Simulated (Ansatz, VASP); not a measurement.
One calculation of TePb, two programs

File INCAR:

```
ALGO = Normal ; EDIFF = 1E-7
ENCUT = 520 ; GGA = PE
ISIF = 2 ; ISMEAR = -1
LASPH = T ; LCHARG = T
LELF = T ; LREAL = F
LVHAR = T ; LWAVE = F
NBANDS = 17 ; NELM = 60
PREC = Accurate ; SIGMA = 0.02
```

KPOINTS

```
k-points
0
Gamma
  8 8 8
```

POSCAR

```
TePb
1.0
    0.0000000000      3.2678368520      3.2514976677
    3.2678368520      0.0000000000      3.2514976677
    3.2678368520      3.2678368520      0.0000000000
Pb Te
1 1
Direct
    0.0000000000      0.0000000000      0.0000000000
    0.5000000000      0.5000000000      0.5000000000
```

Input for Ansatz:

```yaml
crystal:
  lattice:
    - [0.0, 3.267836852, 3.2514976677]
    - [3.267836852, 0.0, 3.2514976677]
    - [3.267836852, 3.267836852, 0.0]
  atoms:
    - { symbol: Pb, position: [0.0, 0.0, 0.0] }
    - { symbol: Te, position: [0.5, 0.5, 0.5] }
kpoints:
  mp_grid: { grid: [8, 8, 8] }
  band_path:
    path:
      - [0.0, 0.0, 0.0]
      - [0.5, 0.0, 0.5]
      - [0.625, 0.25, 0.625]
      - [0.375, 0.375, 0.75]
      - [0.5, 0.5, 0.5]
      - [0.5, 0.25, 0.75]
      - [0.0, 0.0, 0.5]
    npoints: 1
hamiltonian:
  xc: pbe
scf:
  occupations: { method: fermi_dirac, width: 0.02 }
  n_extra_bands: 4
output:
  forces: true
  stress: true
  eigenvalues: true
```

Change from the starting cell: uniaxial_z strain -0.5%.

Alike in both runs: task single point; functional PBE; k mesh 8 × 8 × 8; occupations fermi-dirac, width 0.02 eV; no spin polarisation.

|  | VASP | Ansatz |
| --- | --- | --- |
| version | VASP 6.6.1 | Ansatz 0.2.0 |
| potentials or method | VASP PAW PBE potentials, release 64 (Pb_d, Te) | plane waves, PAW |
| plane-wave cutoff (eV) | 520 | 420 |
| valence electrons in the cell | 20 | 30 |

```csv
,VASP,Ansatz,Ansatz less VASP
gap on the k mesh at the Fermi level (eV),0.79,0.79,-0.004
pressure (GPa),0.8,0.8,+0.04
"traceless stress, the component that is largest in VASP (GPa)",0.36,0.36,0.000
```

The functional is the same, so the differences come from potentials, cutoffs and numerics. VASP's potentials hold 20 valence electrons a cell and Ansatz's 30, so a difference there can come from the potentials and not from the codes.

Neither program's run includes spin-orbit coupling.
